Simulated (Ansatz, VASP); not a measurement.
**Ga3As2P in VASP and in Ansatz**

```
Ga P As
1.0
     3.99255    0.00000    0.00000
    -1.99628    3.45765    0.00000
     0.00000    0.00000   19.73782
Ga P As
6 2 4
Direct
  0.66667 0.33333 0.16669
  0.66667 0.33333 0.49676
  0.66667 0.33333 0.83662
  0.33333 0.66667 0.99676
  0.33333 0.66667 0.33662
  0.33333 0.66667 0.66669
  0.66667 0.33333 0.95815
  0.33333 0.66667 0.45815
  0.66667 0.33333 0.29271
  0.66667 0.33333 0.62306
  0.33333 0.66667 0.12306
  0.33333 0.66667 0.79271
```

Alike in both runs: functional PBE; k mesh 6 × 6 × 1; occupations gaussian, width 0.1 eV; no spin polarisation.

Ansatz relaxed the structure, and its values are those at the end. VASP's run is a single point on that final structure, the one shown.

|  | VASP | Ansatz |
| --- | --- | --- |
| version | VASP 6.6.1 | Ansatz 0.2.0 |
| potentials or method | VASP PAW PBE potentials, release 64 (Ga_d, P, As), cutoff 520 eV | scalar-relativistic, plane waves, PAW |
| valence electrons in the cell | 108 | 148 |

```tsv
	VASP	Ansatz	Ansatz less VASP
gap on the k mesh at the Fermi level (eV)	0.54	0.54	+0.002
least direct gap on the mesh (eV)	0.54	0.54	+0.002
pressure (GPa)	0.1	0.0	-0.09
rms of the force components (eV/Å)	0.005	0.001	-0.0036
```

The functional is the same, so the differences come from potentials, cutoffs and numerics. VASP's potentials hold 108 valence electrons a cell and Ansatz's 148, so a difference there can come from the potentials and not from the codes.
